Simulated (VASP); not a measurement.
HfN: single point with PBEsol

Crystal: HfN.

```
Hf N
1.0
     0.00000    2.48713    2.48713
     2.48713    0.00000    2.48713
     2.48713    2.48713    0.00000
Hf N
1 1
Direct
  0.00000 0.00000 0.00000
  0.25000 0.25000 0.25000
```

This cell differs from its parent crystal: volume scaled by 1.04.

```yaml
Program: VASP 6.6.1
Task: single point
Functional: PBEsol
Potentials_or_basis: VASP PAW PBE potentials, release 64 (Hf_pv, N)
Cutoff: 520 eV
k_mesh: 9 × 9 × 9
Occupations: fermi-dirac, width 0.05 eV
Spin: no spin polarisation
Dipole_correction: no
Further_INCAR_settings: ALGO = Normal; EDIFF = 1e-06; NBANDS = 14
```

```json
{
  "Pressure": "-12.5 GPa"
}
```

Levels at points of the mesh, in eV from the Fermi level:
```tsv
k point	band 6	band 7	band 8	band 9	band 10	band 11
(0.00, 0.00, 0.00)	-5.25	-5.25	-0.80	2.13	2.13	6.35
```

Wall time 15 s on 1 thread of Intel(R) Xeon(R) Platinum 8259CL CPU @ 2.50GHz (Skylake/Cascade Lake), with other jobs on the host, peak memory 0.16 GiB.

Caveat: the PAW data sets were made with another functional, which shifts forces and pressure a little; spin-orbit coupling is left out, which moves the levels of the heavy elements.
